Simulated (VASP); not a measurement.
A run of VASP 6.6.1 is set up as follows.

File INCAR:

```
ALGO = Normal ; EDIFF = 1E-6
ENCUT = 520 ; GGA = PE
ISIF = 2 ; ISMEAR = 0
IVDW = 12 ; LASPH = T
LCHARG = T ; LELF = T
LREAL = F ; LVHAR = T
LWAVE = F ; NBANDS = 22
NELM = 60 ; PREC = Accurate
SIGMA = 0.05
```

KPOINTS

```
k-points
0
Gamma
  8 8 4
```

The input POSCAR:

```
F
1.0
    2.8652429996     -1.7495760242      0.3023775011
    2.8652429996      1.7495760242      0.3023775011
   -0.8214614288      0.0000000000      6.5896032014
F
4
Direct
    0.9138648456      0.5855481450      0.0939279973
    0.4144518550      0.0861351544      0.4060720027
    0.0861351544      0.4144518550      0.9060720027
    0.5855481450      0.9138648456      0.5939279973
```

Potentials or basis: VASP PAW PBE potentials, release 64 (F).

Launch:

```console
$ cat potpaw_PBE.64/F/POTCAR > POTCAR
$ mpirun -np 1 vasp_std > vasp.out
```

(1) What does it give for the dispersion energy per atom?

(2) Predict the largest force.

(3) What does it give for the band gap on the k mesh?

Answers

(1) -0.028 eV.

(2) 1.677 eV/Å.

(3) 3.33 eV.

Caveat: forces of over 1 eV/Å act on the atoms, so gaps and moduli don't describe the material at rest.
